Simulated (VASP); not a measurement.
# Rb (I4/mmm) in VASP: further runs

The runs below take Rb through single point, with PBEsol.

Everything below comes from runs of VASP 6.6.1. Logs are shortened: lines on timing, memory, paths and dates and some standing lists are left out, and cuts for length are marked.

## (1) The cell of the first run

Symmetry: I4/mmm, No. 139, tetragonal system. Conventional cell: a = 5.612 Å, b = 5.612 Å, c = 5.500 Å, α = 90.00°, β = 90.00°, γ = 90.00°.

## (2) Single point, PBEsol (strain -0.0200 x Voigt [1, 0, 0, 0, 0, 0])

INCAR

```
  PREC = Accurate
  ENCUT = 520
  EDIFF = 1E-7
  ISMEAR = 0
  SIGMA = 0.15
  LREAL = False
  LASPH = True
  NELM = 80
  ALGO = Fast
  ISIF = 2
  LWAVE = False
  LCHARG = False
  GGA = PS
  NBANDS = 10
```

KPOINTS

```
Automatic mesh
0
Gamma
  12 12 12
```

POSCAR

```
Rb
1.0
   -2.7498800000      2.8060000000      2.8060000000
    2.7498800000     -2.8060000000      2.8060000000
    2.7498800000      2.8060000000     -2.8060000000
Rb
1
Direct
    0.0000000000      0.0000000000      0.0000000000
```

Potentials or basis: VASP PAW PBE potentials, release 64 (Rb_sv).

The run is started by

```sh
$ cat potpaw_PBE.64/Rb_sv/POTCAR > POTCAR
$ mpirun -np 1 vasp_std > vasp.out
```

OUTCAR:

```text
PREC = Accurate
   ENCUT = 520
   EDIFF = 1E-7
   ISMEAR = 0
   LREAL = False
   LASPH = True
   NELM = 80
   ISIF = 2
   GGA = PS

 ion  position               nearest neighbor table
   1  0.000  0.000  0.000-

  LATTYP: Found a body centered tetragonal cell.
 ALAT       =     5.6120000000
 C/A-ratio  =     0.9800000000

  Lattice vectors:

 A1 = (  -2.7498800000,   2.8060000000,  -2.8060000000)
 A2 = (  -2.7498800000,  -2.8060000000,   2.8060000000)
 A3 = (   2.7498800000,   2.8060000000,   2.8060000000)

Analysis of symmetry for initial positions (statically):
=====================================================================
 Subroutine PRICEL returns:
 Original cell was already a primitive cell.

 Routine SETGRP: Setting up the symmetry group for a
 body centered tetragonal supercell.

 Subroutine GETGRP returns: Found 16 space group operations
 (whereof 16 operations were pure point group operations)
 out of a pool of 16 trial point group operations.

The static configuration has the point symmetry D_4h.

Analysis of symmetry for dynamics (positions and initial velocities):
=====================================================================
 Subroutine PRICEL returns:
 Original cell was already a primitive cell.

 Routine SETGRP: Setting up the symmetry group for a
 body centered tetragonal supercell.

 Subroutine GETGRP returns: Found 16 space group operations
 (whereof 16 operations were pure point group operations)
 out of a pool of 16 trial point group operations.

The dynamic configuration has the point symmetry D_4h.

 Subroutine INISYM returns: Found 16 space group operations
 (whereof 16 operations are pure point group operations),
 and found     1 'primitive' translations

----------------------------------------------------------------------------------------

                                     Primitive cell

  volume of cell :      86.6062

  direct lattice vectors                    reciprocal lattice vectors
    -2.749880000  2.806000000  2.806000000     0.000000000  0.178189594  0.178189594
     2.749880000 -2.806000000  2.806000000     0.181826116  0.000000000  0.178189594
     2.749880000  2.806000000 -2.806000000     0.181826116  0.178189594  0.000000000

  length of vectors
     4.827951120  4.827951120  4.827951120     0.251998140  0.254582536  0.254582536

  position of ions in fractional coordinates (direct lattice)
     0.000000000  0.000000000  0.000000000

  ion indices of the primitive-cell ions
   primitive index   ion index
                 1           1

----------------------------------------------------------------------------------------

 KPOINTS: Automatic mesh

Automatic generation of k-mesh.
 Grid dimensions read from file:
 generate k-points for:   12   12   12

 Generating k-lattice:

  Cartesian coordinates                     Fractional coordinates (reciprocal lattice)
     0.000000000  0.014849133  0.014849133     0.083333333  0.000000000  0.000000000
     0.015152176  0.000000000  0.014849133     0.000000000  0.083333333  0.000000000
     0.015152176  0.014849133  0.000000000     0.000000000  0.000000000  0.083333333

  Length of vectors
     0.020999845  0.021215211  0.021215211

  Shift w.r.t. Gamma in fractional coordinates (k-lattice)
     0.000000000  0.000000000  0.000000000

 Subroutine IBZKPT returns following result:
 ===========================================

 Found    163 irreducible k-points:

 Following reciprocal coordinates:
            Coordinates               Weight
  0.000000  0.000000  0.000000      1.000000
  0.083333  0.000000  0.000000      4.000000
  0.166667  0.000000  0.000000      4.000000
  0.250000  0.000000  0.000000      4.000000
  0.333333  0.000000  0.000000      4.000000
  0.416667  0.000000  0.000000      4.000000
[... 16 lines left out ...]
  0.166667  0.250000  0.000000     16.000000
  0.250000  0.250000  0.000000     16.000000
 [... further k-points ...]
   k-points           NKPTS =    163   k-points in BZ     NKDIM =    163   number of bands    NBANDS=     10
   number of dos      NEDOS =    301   number of ions     NIONS =      1
   total plane-waves  NPLWV =  46656
   dimension x,y,z NGX =    36 NGY =   36 NGZ =   36
   dimension x,y,z NGXF=    72 NGYF=   72 NGZF=   72
   ions per type =               1
   NGX,Y,Z   is equivalent  to a cutoff of  12.40, 12.40, 12.40 a.u.
   NGXF,Y,Z  is equivalent  to a cutoff of  24.79, 24.79, 24.79 a.u.
 SYSTEM =  unknown system
   PREC   = accura    normal or accurate (medium, high low for compatibility)
   ISTART =      0    job   : 0-new  1-cont  2-samecut
   ICHARG =      2    charge: 1-file 2-atom 10-const
   ISPIN  =      1    spin polarized calculation?
   LNONCOLLINEAR =      F non collinear calculations
   LSORBIT =      F    spin-orbit coupling
   LASPH  =      T    aspherical Exc in radial PAW
   ENCUT  =  520.0 eV  38.22 Ry    6.18 a.u.   8.98  8.98  8.98*2*pi/ulx,y,z
   NELM   =     80;   NELMIN=  2; NELMDL= -5     # of ELM steps
   EDIFF  = 0.1E-06   stopping-criterion for ELM
   LREAL  =      F    real-space projection
   EDIFFG = 0.1E-05   stopping-criterion for IOM
   NSW    =      0    number of steps for IOM
   IBRION =     -1    ionic relax: 0-MD 1-quasi-New 2-CG
   NFREE  =      0    steps in history (QN), initial steepest desc. (CG)
   ISIF   =      2    stress and relaxation
   ISYM   =      2    0-nonsym 1-usesym 2-fastsym
   POTIM  = 0.5000    time-step for ionic-motion
   TEBEG  =    0.0;   TEEND  =   0.0 temperature during run
   PSTRESS=    0.0 pullay stress
   NELECT =       9.0000    total number of electrons
   NUPDOWN=      -1.0000    fix difference up-down
   EMIN   =  10.00;   EMAX   =-10.00  energy-range for DOS
   EFERMI =   0.00;   METHOD = LEGACY
   ISMEAR =     0;   SIGMA  =   0.15  broadening in eV -4-tet -1-fermi 0-gaus
   EFERMI_NEDOS =   21; number of points for ismear=-14 and -15
   IALGO  =     68    algorithm
   IMIX   =      4    mixing-type and parameters
     AMIX     =   0.40;   BMIX     =  1.00
     AMIX_MAG =   1.60;   BMIX_MAG =  1.00
  volume/ion in A,a.u.               =      86.61       584.45
  Fermi-wavevector in a.u.,A,eV,Ry     =   0.769673  1.454470  8.060034  0.592396
  Thomas-Fermi vector in A             =   1.870712
   LORBIT       =      0    0 simple, 1 ext, 2 COOP (PROOUT), +10 PAW based schemes
   GGA     = PS    functional components
   LHFCALC =     F    Hartree Fock is set to
   AEXX    =    0.0000 exact exchange contribution
   IVDW    =     0    specifies the selected vdW correction
   LEPSILON=     F    determine dielectric tensor
   LRPA    =     F    only Hartree local field effects (RPA)
 non-spin polarized calculation
 RMM-DIIS sequential band-by-band and
 Gauss-broadening in eV      SIGMA  =   0.15
  energy-cutoff  :      520.00
  volume of cell :       86.61
 maximum number of plane-waves:      2362
   NGX = 17   NGY = 17   NGZ = 17

 number of electron       9.0000000 magnetization

 Free energy of the ion-electron system (eV)
  ---------------------------------------------------
  ext. energy  EPLUGINS =         0.00000000
  ---------------------------------------------------
  free energy    TOTEN  =        -1.02910377 eV

  energy without entropy =       -1.01794307  energy(sigma->0) =       -1.02352342

 E-fermi :   0.0504     XC(G=0):  -5.6454

 val. band max:        0.0267037269   @ k =   0.2500   0.2500   0.0000
 cond. band min:       0.0609937752   @ k =   0.2500   0.5000   0.0000
 fundamental gap:      0.0342900483
 Fermi energy:         0.0504407382

 k-point     1 :       0.0000    0.0000    0.0000
  band No.  band energies     occupation
      1     -28.7736      2.00000
      2     -12.8152      2.00000
      3     -12.8152      2.00000
      4     -12.8152      2.00000
      5      -1.9856      2.00000
      6       3.7119      0.00000
      7       3.8193      0.00000
      8       3.8193      0.00000
      9       4.6885      0.00000
     10       4.8384      0.00000

 k-point     2 :       0.0833    0.0000    0.0000
  band No.  band energies     occupation
      1     -28.7732      2.00000
      2     -12.8231      2.00000
      3     -12.8177      2.00000
      4     -12.8151      2.00000
      5      -1.9007      2.00000
      6       3.5907      0.00000
      7       3.7043      0.00000
      8       3.9001      0.00000
      9       4.5064      0.00000
     10       4.7984      0.00000

 k-point     3 :       0.1667    0.0000    0.0000
  band No.  band energies     occupation
      1     -28.7723      2.00000
      2     -12.8445      2.00000
      3     -12.8244      2.00000
      4     -12.8149      2.00000
      5      -1.6519      2.00000
      6       3.1358      0.00000
      7       3.4419      0.00000
      8       4.1399      0.00000
      9       4.4160      0.00000
     10       4.7327      0.00000

 k-point     4 :       0.2500    0.0000    0.0000
  band No.  band energies     occupation
      1     -28.7709      2.00000
      2     -12.8735      2.00000
      3     -12.8336      2.00000
      4     -12.8147      2.00000
      5      -1.2564      2.00000
      6       2.5122      0.00000
      7       3.1579      0.00000
      8       4.5023      0.00000
      9       4.5313      0.00000
     10       4.7238      0.00000
[... 222 lines left out ...]
 k-point    22 :       0.0833    0.2500    0.0000
  band No.  band energies     occupation
      1     -28.7700      2.00000
      2     -12.8889      2.00000
      3     -12.8399      2.00000
      4     -12.8183      2.00000
      5      -0.9402      2.00000
      6       2.2494      0.00000
      7       2.8371      0.00000
      8       4.4417      0.00000
      9       4.7023      0.00000
     10       5.0050      0.00000

 k-point    23 :       0.1667    0.2500    0.0000
  band No.  band energies     occupation
      1     -28.7691      2.00000
      2     -12.9020      2.00000
      3     -12.8491      2.00000
      4     -12.8235      2.00000
      5      -0.5084      2.00000
      6       1.9562      0.00000
      7       2.4849      0.00000
      8       4.4222      0.00000
      9       4.7044      0.00000
     10       5.2976      0.00000

 k-point    24 :       0.2500    0.2500    0.0000
  band No.  band energies     occupation
      1     -28.7682      2.00000
      2     -12.9085      2.00000
      3     -12.8631      2.00000
      4     -12.8267      2.00000
      5       0.0267      1.17708
      6       1.6610      0.00000
      7       2.0999      0.00000
      8       4.3839      0.00000
      9       4.6033      0.00000
     10       5.4199      0.00000

 [... further k-points ...]

------------------------ aborting loop because EDIFF is reached ----------------------------------------

  FORCE on cell =-STRESS in cart. coord.  units (eV):
  Direction    XX          YY          ZZ          XY          YZ          ZX
  --------------------------------------------------------------------------------------
  -------------------------------------------------------------------------------------
  Total       -0.0005978     -0.0037658     -0.0037658      0.0000000      0.0000000      0.0000000
  in kB       -0.0110595     -0.0696651     -0.0696651      0.0000000      0.0000000      0.0000000
  external PRESSURE =      -0.0501299 kB  Pullay stress =       0.0000000 kB

 VOLUME and BASIS-vectors are now :
 -----------------------------------------------------------------------------
  energy-cutoff  :      520.00
  volume of cell :       86.61
      direct lattice vectors                 reciprocal lattice vectors
    -2.749880000  2.806000000  2.806000000     0.000000000  0.178189594  0.178189594
     2.749880000 -2.806000000  2.806000000     0.181826116  0.000000000  0.178189594
     2.749880000  2.806000000 -2.806000000     0.181826116  0.178189594  0.000000000

 POSITION                                       TOTAL-FORCE (eV/Angst)
 -----------------------------------------------------------------------------------
      0.00000      0.00000      0.00000        -0.000000      0.000000     -0.000000
 -----------------------------------------------------------------------------------
    total drift:                               -0.000000      0.000000      0.000000

  FREE ENERGIE OF THE ION-ELECTRON SYSTEM (eV)
  ---------------------------------------------------
  free  energy   TOTEN  =        -1.0291037710 eV

  energy  without entropy=       -1.0179430689  energy(sigma->0) =       -1.02352342
```

Run time: 92 s. Hardware: 1 thread of Intel Xeon Platinum 8488C (Sapphire Rapids), shared host; peak memory 0.29 GiB.

What came out:

- Free energy: -1.0291 eV
- Pressure: 0.0 GPa

Caveat: the cell differs from its parent crystal (strain -0.0200 x Voigt [1, 0, 0, 0, 0, 0]); the PAW data sets were made with another functional, which shifts forces and pressure a little.

## (3) Single point, PBEsol (strain -0.0150 x Voigt [1, 0, 0, 0, 0, 0])

INCAR

```
  ALGO = Fast
  EDIFF = 1E-6
  ENCUT = 520
  GGA = PS
  ISIF = 2
  ISMEAR = 0
  LASPH = True
  LCHARG = False
  LREAL = False
  LWAVE = False
  NBANDS = 10
  NELM = 60
  PREC = Accurate
  SIGMA = 0.15
```

KPOINTS

```
k-points
0
Gamma
  12 12 12
```

POSCAR

```
Rb
1.0
   -2.7639100000      2.8060000000      2.8060000000
    2.7639100000     -2.8060000000      2.8060000000
    2.7639100000      2.8060000000     -2.8060000000
Rb
1
Direct
    0.0000000000      0.0000000000      0.0000000000
```

Potentials or basis: VASP PAW PBE potentials, release 64 (Rb_sv).

The run is started by

```sh
$ cat potpaw_PBE.64/Rb_sv/POTCAR > POTCAR
$ mpirun -np 1 vasp_std > vasp.out
```

It took 73 s on 1 thread of Intel Xeon Platinum 8488C (Sapphire Rapids), shared host; peak memory 0.29 GiB.

The run converged. Its results:

* Free energy: -1.0291 eV
* Pressure: 0.0 GPa

Levels at points of the mesh, in eV from the Fermi level:
```
           k point  band 3  band 4  band 5  band 6  band 7  band 8
(0.00, 0.00, 0.00)  -12.87  -12.87   -2.03    3.67    3.75    3.75
(0.50, 0.00, 0.00)  -12.91  -12.87    0.21    0.79    2.65    4.32
(0.00, 0.50, 0.00)  -12.91  -12.87    0.24    0.83    2.57    4.38
(0.50, 0.50, 0.50)  -12.95  -12.95    1.22    1.26    3.31    3.31
```

Caveat: the cell differs from its parent crystal (strain -0.0150 x Voigt [1, 0, 0, 0, 0, 0]); the PAW data sets were made with another functional, which shifts forces and pressure a little.

[end of part 1 of 2]
